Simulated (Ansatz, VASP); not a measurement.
**Si5O: VASP beside Ansatz**

```xyz
6
Lattice="-2.6927 2.6927 3.1189 2.6927 -2.6927 3.1189 2.6927 2.6927 -3.1189" Properties=species:S:1:pos:R:3 pbc="T T T"
Si    1.3464    1.3464    1.5594
Si    1.3464    1.3464   -1.5594
Si   -1.3464    1.3464    1.5594
Si    1.3464   -1.3464    1.5594
Si    0.0000    0.0000    0.0000
O     0.0000    0.0000    3.1189
```

Alike in both runs: functional PBE; k mesh 10 × 10 × 10; occupations gaussian, width 0.1 eV; no spin polarisation.

Ansatz relaxed the structure, and its values are those at the end. VASP's run is a single point on that final structure, the one shown.

|  | VASP | Ansatz |
| --- | --- | --- |
| version | VASP 6.6.1 | Ansatz 0.2.0 |
| potentials or method | VASP PAW PBE potentials, release 64 (Si, O), cutoff 520 eV | scalar-relativistic, plane waves, PAW |
| valence electrons in the cell | 26 | 26 |

```csv
,VASP,Ansatz,Ansatz less VASP
gap on the k mesh at the Fermi level (eV),none,none,-
pressure (GPa),0.0,0.0,+0.05
```

A gap of «none» marks a metal or a gap that the smearing closes.
